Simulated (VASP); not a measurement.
The system is PbO.

```
CELL_PARAMETERS angstrom
0.00000 2.79878 2.79878
2.79878 0.00000 2.79878
2.79878 2.79878 0.00000
ATOMIC_POSITIONS crystal
Pb 0.00000 0.00000 0.00000
O 0.25000 0.25000 0.25000
```

Base run:

| Quantity | Value |
| --- | --- |
| Program | VASP 6.6.1 |
| Functional | PBEsol |
| Dispersion | D4 |
| Potentials or basis | VASP PAW PBE potentials, release 64 (Pb_d, O) |
| Cutoff | 600 eV |
| k mesh | 6 × 6 × 6 |
| Occupations | gaussian, width 0.01 eV |
| Spin | no spin polarisation |

Its results: band gap on the k mesh 0.39 eV (least direct gap 0.54 eV); pressure 0.7 GPa.

Q: After a change of settings the same cell gave: band gap on the k mesh 0.40 eV (least direct gap 0.54 eV); pressure -1.0 GPa. Which change was it?
A. dispersion from D4 to none; occupations from gaussian, width 0.01 eV to methfessel-paxton, width 0.5 eV
B. dispersion from D4 to none; k mesh from 6 × 6 × 6 to 3 × 3 × 3
C. dispersion from D4 to none; k mesh from 6 × 6 × 6 to 5 × 5 × 5

A: A.

Caveats: the structure was generated, so it needn't be the stable form of PbO; the PAW data sets were made with another functional, which shifts forces and pressure a little; spin-orbit coupling is left out, which moves the levels of the heavy elements; so wide a smearing shifts energies and pressures (at least some runs).
